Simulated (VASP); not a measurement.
Crystal: InPbN.

```xyz
6
Lattice="4.0226 0.0000 0.0000 0.0000 4.0226 0.0000 0.0000 0.0000 6.9400" Properties=species:S:1:pos:R:3 pbc="T T T"
In    2.0113    0.0000    1.5997
In    0.0000    2.0113    5.3404
Pb    2.0113    0.0000    4.4971
Pb    0.0000    2.0113    2.4429
N     0.0000    0.0000    0.0000
N     2.0113    2.0113    0.0000
```

| Quantity | Value |
| --- | --- |
| Program | VASP 6.6.1 |
| Task | relaxation of cell and atoms |
| Functional | PBE |
| Potentials or basis | VASP PAW PBE potentials, release 64 (In_d, Pb_d, N) |
| Cutoff | 600 eV |
| k mesh | 4 × 4 × 4 |
| Occupations | gaussian, width 0.1 eV |
| Spin | no spin polarisation |

At the start: pressure 6.6 GPa; volume 18.72 Å³/atom.

Task: How do energy, volume and symmetry change on relaxing?

Result: Over 23 steps the energy falls by 613.4 meV/atom and the volume is 21.91 Å³/atom (+17.1 %); space group P4/nmm (No. 129, to 0.05 Å).

The path:
```tsv
step	energy change (eV)	largest force (eV/Å)	pressure (GPa)	volume (Å³)
1	0.0000	4.1363	6.61	112.30
2	-1.5750	2.8778	-3.05	125.28
3	-2.0386	2.2158	-6.68	135.09
4	-2.1056	1.9887	-7.79	139.46
5	-3.2128	0.5613	-0.76	125.25
6	-3.2276	0.6813	0.67	123.58
7	-3.2276	0.6486	0.40	123.88
8	-3.3305	0.6522	0.69	124.04
9	-3.4898	0.5946	2.15	124.21
10	-3.2111	1.1835	9.17	123.72
11	-3.5159	0.5676	3.11	124.20
12	-3.5794	0.4638	1.49	127.28
13	-3.6248	0.3133	-0.99	133.17
14	-3.6401	0.2661	-0.75	133.11
15	-3.6653	0.1145	0.08	132.93
16	-3.6663	0.0772	0.31	132.88
17	-3.6739	0.0403	-0.27	133.65
18	-3.6746	0.0245	-0.52	133.97
19	-3.6781	0.0789	-0.12	132.86
20	-3.6785	0.1037	0.05	132.39
21	-3.6796	0.0731	-0.07	132.26
22	-3.6800	0.0341	-0.22	132.08
23	-3.6807	0.0332	-0.03	131.49
```

Final structure:
```yaml
crystal:
  lattice:
    - [4.19736, 0.00000, 0.00000]
    - [0.00000, 4.19736, 0.00000]
    - [0.00000, 0.00000, 7.46329]
  atoms:
    - { symbol: In, position: [0.50000, 0.00000, 0.10065] }
    - { symbol: In, position: [0.00000, 0.50000, 0.89935] }
    - { symbol: Pb, position: [0.50000, 0.00000, 0.61004] }
    - { symbol: Pb, position: [0.00000, 0.50000, 0.38996] }
    - { symbol: N, position: [0.00000, 0.00000, 0.00000] }
    - { symbol: N, position: [0.50000, 0.50000, 0.00000] }
```

Caveat: the k points lie up to 0.37 Å⁻¹ apart in the final cell; the volume moved by over 15 % at a fixed basis, so the end points are rough.
